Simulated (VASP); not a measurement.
# GaP (F-43m) in VASP: single point with PBEsol

Aim: the single point of GaP with PBEsol.

Everything below comes from runs of VASP 6.6.1. Logs are shortened: lines on timing, memory, paths and dates and some standing lists are left out, and cuts for length are marked.

### Step 1. The cell of the first run

The structure is cubic, space group F-43m (No. 216). The conventional cell has a = 5.438 Å, b = 5.438 Å, c = 5.438 Å, α = 90.00°, β = 90.00°, γ = 90.00°. Within 3.1 Å of Ga (site symmetry -43m) lie 4 P at 2.35 Å. P (site symmetry -43m) has 4 Ga at 2.35 Å within 3.1 Å.

### Step 2. Single point, PBEsol

Input file INCAR:

```
PREC = Accurate
ENCUT = 520
EDIFF = 1E-6
ISMEAR = 0
SIGMA = 0.02
LREAL = Auto
LASPH = True
NELM = 100
ALGO = Normal
ISIF = 2
LWAVE = False
LCHARG = False
GGA = PS
NBANDS = 166
```

Input file KPOINTS:

```
Automatic mesh
0
Gamma
  2 2 2
  0.5 0.5 0.5
```

Input file POSCAR:

```
GaP
1.0
   -5.4384489115      5.4384489115     -5.4384489115
   -5.4384489115     -5.4384489115      5.4384489115
    5.4384489115      5.4384489115      5.4384489115
Ga P
16 16
Direct
    0.2500000000      0.2500000000      0.5000000000
    0.0000000000      0.5000000000      0.5000000000
    0.0000000000      0.2500000000      0.7500000000
    0.7500000000      0.7500000000      0.5000000000
    0.7500000000      0.5000000000      0.7500000000
    0.7500000000      0.2500000000      0.0000000000
    0.5000000000      0.0000000000      0.5000000000
    0.5000000000      0.7500000000      0.7500000000
    0.5000000000      0.5000000000      0.0000000000
    0.5000000000      0.2500000000      0.2500000000
    0.2500000000      0.0000000000      0.7500000000
    0.2500000000      0.7500000000      0.0000000000
    0.2500000000      0.5000000000      0.2500000000
    0.0000000000      0.0000000000      0.0000000000
    0.0000000000      0.7500000000      0.2500000000
    0.7500000000      0.0000000000      0.2500000000
    0.0000000000      0.0000000000      0.2500000000
    0.7500000000      0.2500000000      0.2500000000
    0.7500000000      0.0000000000      0.5000000000
    0.5000000000      0.5000000000      0.2500000000
    0.5000000000      0.2500000000      0.5000000000
    0.5000000000      0.0000000000      0.7500000000
    0.2500000000      0.7500000000      0.2500000000
    0.2500000000      0.5000000000      0.5000000000
    0.2500000000      0.2500000000      0.7500000000
    0.2500000000      0.0000000000      0.0000000000
    0.0000000000      0.7500000000      0.5000000000
    0.0000000000      0.5000000000      0.7500000000
    0.0000000000      0.2500000000      0.0000000000
    0.7500000000      0.7500000000      0.7500000000
    0.7500000000      0.5000000000      0.0000000000
    0.5000000000      0.7500000000      0.0000000000
```

Potentials or basis: VASP PAW PBE potentials, release 64 (Ga_d, P).

Command:

```bash
> cat potpaw_PBE.64/Ga_d/POTCAR potpaw_PBE.64/P/POTCAR > POTCAR
> mpirun -np 1 vasp_std > vasp.out
```

OUTCAR:

```text
PREC = Accurate
   ENCUT = 520
   EDIFF = 1E-6
   ISMEAR = 0
   LREAL = Auto
   LASPH = True
   NELM = 100
   ISIF = 2
   GGA = PS

 ion  position               nearest neighbor table
   1  0.250  0.250  0.500-  17 2.35  21 2.35  24 2.35  25 2.35
   2  0.000  0.500  0.500-  18 2.35  24 2.35  27 2.35  28 2.35
   3  0.000  0.250  0.750-  19 2.35  25 2.35  28 2.35  29 2.35
   4  0.750  0.750  0.500-  19 2.35  20 2.35  27 2.35  30 2.35
   5  0.750  0.500  0.750-  21 2.35  28 2.35  30 2.35  31 2.35
   6  0.750  0.250  0.000-  18 2.35  22 2.35  29 2.35  31 2.35
[... 24 lines left out ...]
  31  0.750  0.500  0.000-   5 2.35   6 2.35   9 2.35  15 2.35
  32  0.500  0.750  0.000-   8 2.35   9 2.35  12 2.35  16 2.35

  LATTYP: Found a body centered cubic cell.
 ALAT       =    10.8768978230

  Lattice vectors:

 A1 = (  -5.4384489115,   5.4384489115,  -5.4384489115)
 A2 = (  -5.4384489115,  -5.4384489115,   5.4384489115)
 A3 = (   5.4384489115,   5.4384489115,   5.4384489115)

Analysis of symmetry for initial positions (statically):
=====================================================================
 Subroutine PRICEL returns following result:

  LATTYP: Found a face centered cubic cell.
 ALAT       =     5.4384489115

  Lattice vectors:

 A1 = (   0.0000000000,  -2.7192244558,   2.7192244558)
 A2 = (   2.7192244557,  -2.7192244558,  -0.0000000000)
 A3 = (   2.7192244558,   0.0000000000,   2.7192244558)

  16 primitive cells build up your supercell.

 Routine SETGRP: Setting up the symmetry group for a
 body centered cubic supercell.

 Subroutine GETGRP returns: Found 24 space group operations
 (whereof 24 operations were pure point group operations)
 out of a pool of 48 trial point group operations.

The static configuration has the point symmetry T_d .

Analysis of symmetry for dynamics (positions and initial velocities):
=====================================================================
 Subroutine PRICEL returns following result:

  LATTYP: Found a face centered cubic cell.
 ALAT       =     5.4384489115

  Lattice vectors:

 A1 = (   0.0000000000,  -2.7192244558,   2.7192244558)
 A2 = (   2.7192244557,  -2.7192244558,  -0.0000000000)
 A3 = (   2.7192244558,   0.0000000000,   2.7192244558)

  16 primitive cells build up your supercell.

 Routine SETGRP: Setting up the symmetry group for a
 body centered cubic supercell.

 Subroutine GETGRP returns: Found 24 space group operations
 (whereof 24 operations were pure point group operations)
 out of a pool of 48 trial point group operations.

The dynamic configuration has the point symmetry T_d .

 Subroutine INISYM returns: Found 24 space group operations
 (whereof 24 operations are pure point group operations),
 and found    16 'primitive' translations

----------------------------------------------------------------------------------------

                                     Primitive cell

  volume of cell :      40.2129

  direct lattice vectors                    reciprocal lattice vectors
     0.000000000 -2.719224456  2.719224456    -0.183875957 -0.183875957  0.183875957
     2.719224456 -2.719224456 -0.000000000     0.183875957 -0.183875957 -0.183875957
     2.719224456  0.000000000  2.719224456     0.183875957  0.183875957  0.183875957

  length of vectors
     3.845564104  3.845564104  3.845564104     0.318482500  0.318482500  0.318482500

  position of ions in fractional coordinates (direct lattice)
     0.000000000  0.000000000  1.000000000
     0.750000000  0.750000000  0.750000000

  ion indices of the primitive-cell ions
   primitive index   ion index
                 1           1
                 2          21

----------------------------------------------------------------------------------------

 KPOINTS: Automatic mesh

Automatic generation of k-mesh.
 Grid dimensions read from file:
 generate k-points for:    2    2    2

 Generating k-lattice:

  Cartesian coordinates                     Fractional coordinates (reciprocal lattice)
    -0.045968989  0.045968989  0.000000000     0.500000000  0.000000000  0.000000000
    -0.045968989  0.000000000  0.045968989     0.000000000  0.500000000  0.000000000
     0.000000000  0.045968989  0.045968989     0.000000000  0.000000000  0.500000000

  Length of vectors
     0.065009968  0.065009968  0.065009968

  Shift w.r.t. Gamma in fractional coordinates (k-lattice)
     0.500000000  0.500000000  0.500000000

 Subroutine IBZKPT returns following result:
 ===========================================

 Found      2 irreducible k-points:

 Following reciprocal coordinates:
            Coordinates               Weight
  0.250000  0.250000  0.250000      2.000000
 -0.250000  0.250000  0.250000      6.000000
   k-points           NKPTS =      2   k-points in BZ     NKDIM =      2   number of bands    NBANDS=    166
   number of dos      NEDOS =    301   number of ions     NIONS =     32
   total plane-waves  NPLWV = 343000
   dimension x,y,z NGX =    70 NGY =   70 NGZ =   70
   dimension x,y,z NGXF=   140 NGYF=  140 NGZF=  140
   ions per type =              16  16
   NGX,Y,Z   is equivalent  to a cutoff of  12.35, 12.35, 12.35 a.u.
   NGXF,Y,Z  is equivalent  to a cutoff of  24.71, 24.71, 24.71 a.u.
 SYSTEM =  unknown system
   PREC   = accura    normal or accurate (medium, high low for compatibility)
   ISTART =      0    job   : 0-new  1-cont  2-samecut
   ICHARG =      2    charge: 1-file 2-atom 10-const
   ISPIN  =      1    spin polarized calculation?
   LNONCOLLINEAR =      F non collinear calculations
   LSORBIT =      F    spin-orbit coupling
   LASPH  =      T    aspherical Exc in radial PAW
   ENCUT  =  520.0 eV  38.22 Ry    6.18 a.u.  17.51 17.51 17.51*2*pi/ulx,y,z
   NELM   =    100;   NELMIN=  2; NELMDL= -5     # of ELM steps
   EDIFF  = 0.1E-05   stopping-criterion for ELM
   LREAL  =      T    real-space projection
   EDIFFG = 0.1E-04   stopping-criterion for IOM
   NSW    =      0    number of steps for IOM
   IBRION =     -1    ionic relax: 0-MD 1-quasi-New 2-CG
   NFREE  =      0    steps in history (QN), initial steepest desc. (CG)
   ISIF   =      2    stress and relaxation
   ISYM   =      2    0-nonsym 1-usesym 2-fastsym
   POTIM  = 0.5000    time-step for ionic-motion
   TEBEG  =    0.0;   TEEND  =   0.0 temperature during run
   PSTRESS=    0.0 pullay stress
   NELECT =     288.0000    total number of electrons
   NUPDOWN=      -1.0000    fix difference up-down
   EMIN   =  10.00;   EMAX   =-10.00  energy-range for DOS
   EFERMI =   0.00;   METHOD = LEGACY
   ISMEAR =     0;   SIGMA  =   0.02  broadening in eV -4-tet -1-fermi 0-gaus
   EFERMI_NEDOS =   21; number of points for ismear=-14 and -15
   IALGO  =     38    algorithm
   IMIX   =      4    mixing-type and parameters
     AMIX     =   0.40;   BMIX     =  1.00
     AMIX_MAG =   1.60;   BMIX_MAG =  1.00
  volume/ion in A,a.u.               =      20.11       135.68
  Fermi-wavevector in a.u.,A,eV,Ry     =   1.252306  2.366516 21.337628  1.568271
  Thomas-Fermi vector in A             =   2.386213
   LORBIT       =      0    0 simple, 1 ext, 2 COOP (PROOUT), +10 PAW based schemes
   GGA     = PS    functional components
   LHFCALC =     F    Hartree Fock is set to
   AEXX    =    0.0000 exact exchange contribution
   IVDW    =     0    specifies the selected vdW correction
   LEPSILON=     F    determine dielectric tensor
   LRPA    =     F    only Hartree local field effects (RPA)
 non-spin polarized calculation
 Gauss-broadening in eV      SIGMA  =   0.02
  energy-cutoff  :      520.00
  volume of cell :      643.41
 maximum number of plane-waves:     17388
 NGX is ok and might be reduce to    70
   NGX = 35   NGY = 35   NGZ = 35

 number of electron     287.9999702 magnetization

 Free energy of the ion-electron system (eV)
  ---------------------------------------------------
  ext. energy  EPLUGINS =         0.00000000
  ---------------------------------------------------
  free energy    TOTEN  =      -158.76462244 eV

  energy without entropy =     -158.76462244  energy(sigma->0) =     -158.76462244

 E-fermi :   4.0940     XC(G=0): -10.0508

 val. band max:        3.9708457284   @ k =  -0.2500   0.2500   0.2500
 cond. band min:       6.1487026449   @ k =  -0.2500   0.2500   0.2500
 fundamental gap:      2.1778569165
 Fermi energy:         4.0939550738

 k-point     1 :       0.2500    0.2500    0.2500
  band No.  band energies     occupation
      1     -10.0101      2.00000
      2     -10.0101      2.00000
      3     -10.0101      2.00000
      4     -10.0101      2.00000
      5     -10.0101      2.00000
      6     -10.0101      2.00000
[... 148 lines left out ...]
    155       6.9899      0.00000
    156       6.9899      0.00000

 k-point     2 :      -0.2500    0.2500    0.2500
  band No.  band energies     occupation
      1     -10.0261      2.00000
      2     -10.0261      2.00000
      3     -10.0213      2.00000
      4     -10.0086      2.00000
      5     -10.0086      2.00000
      6     -10.0086      2.00000
[... 148 lines left out ...]
    155       7.5811      0.00000
    156       7.8657      0.00000
 [bands above 156 left out]

------------------------ aborting loop because EDIFF is reached ----------------------------------------

  FORCE on cell =-STRESS in cart. coord.  units (eV):
  Direction    XX          YY          ZZ          XY          YZ          ZX
  --------------------------------------------------------------------------------------
  -------------------------------------------------------------------------------------
  Total       -0.2504236     -0.2504236     -0.2504236      0.0000000     -0.0000000      0.0000000
  in kB       -0.6235921     -0.6235921     -0.6235921      0.0000000     -0.0000000      0.0000000
  external PRESSURE =      -0.6235921 kB  Pullay stress =       0.0000000 kB

 VOLUME and BASIS-vectors are now :
 -----------------------------------------------------------------------------
  energy-cutoff  :      520.00
  volume of cell :      643.41
      direct lattice vectors                 reciprocal lattice vectors
    -5.438448912  5.438448912 -5.438448912    -0.091937979  0.091937979  0.000000000
    -5.438448912 -5.438448912  5.438448912    -0.091937979  0.000000000  0.091937979
     5.438448912  5.438448912  5.438448912     0.000000000  0.091937979  0.091937979

 POSITION                                       TOTAL-FORCE (eV/Angst)
 -----------------------------------------------------------------------------------
      0.00000      2.71922      2.71922         0.000000      0.000000      0.000000
      0.00000      0.00000      5.43845         0.000000     -0.000000     -0.000000
      2.71922      2.71922      5.43845         0.000000     -0.000000      0.000000
     -5.43845      2.71922      2.71922         0.000000     -0.000000      0.000000
     -2.71922      5.43845      2.71922         0.000000     -0.000000     -0.000000
     -5.43845      2.71922     -2.71922         0.000000     -0.000000      0.000000
[... 24 lines left out ...]
     -6.79806      1.35961     -1.35961        -0.000000      0.000000     -0.000000
     -6.79806     -1.35961      1.35961         0.000000      0.000000     -0.000000
 -----------------------------------------------------------------------------------
    total drift:                                0.000071     -0.000071     -0.000071

  FREE ENERGIE OF THE ION-ELECTRON SYSTEM (eV)
  ---------------------------------------------------
  free  energy   TOTEN  =      -158.7646224441 eV

  energy  without entropy=     -158.7646224441  energy(sigma->0) =     -158.76462244
```

Run time: 5.6 min. Hardware: 1 thread of Intel Xeon Platinum 8488C (Sapphire Rapids), shared host; peak memory 0.73 GiB.

What came out:

```
Free energy            : -158.7646 eV
Pressure               : -0.1 GPa
Band gap on the k mesh : 2.18 eV
```

Levels at points of the mesh, in eV from the valence-band top:
```csv
k point,band 141,band 142,band 143,band 144,band 145,band 146,band 147,band 148
"(0.25, 0.25, 0.25)",-0.01,-0.01,-0.01,-0.01,2.76,2.76,2.76,2.76
```

Caveat: the PAW data sets were made with another functional, which shifts forces and pressure a little; a shifted mesh leaves out Γ, where band edges can lie. A k mesh can miss the band edges.
